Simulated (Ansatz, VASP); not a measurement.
**Fe: VASP beside Ansatz**

```
Fe
1.0
    -1.46345    1.46345    1.46345
     1.46345   -1.46345    1.46345
     1.46345    1.46345   -1.46345
Fe
1
Cartesian
  0.0000 0.0000 0.0000
```

Alike in both runs: task single point; functional revPBE; k mesh 25 × 25 × 25; occupations fermi-dirac, width 0.05 eV; collinear spin.

```csv
,VASP,Ansatz
version,VASP 6.6.1,Ansatz 0.2.0
potentials or method,"VASP PAW PBE potentials, release 64 (Fe), cutoff 520 eV","plane waves (420 eV) with PAW, scalar-relativistic"
valence electrons in the cell,8,16
```

Ansatz gave:

| Property | Result |
| --- | --- |
| pressure (GPa) | -9.0 |
| net moment per atom (μB) | 2.44 |
| size of the moment on the site where the two differ most (μB) | 2.52 |

**Question.** Which values does VASP return?

**Answer.** Pressure (GPa): -8.3; net moment per atom (μB): 2.48; size of the moment on the site where the two differ most (μB): 2.50.

VASP's potentials were made for PBE, not for revPBE. Site moments also hang on the region over which each program counts them. The functional is the same, so the differences come from potentials, cutoffs and numerics. VASP's potentials hold 8 valence electrons a cell and Ansatz's 16, so a difference there can come from the potentials and not from the codes.
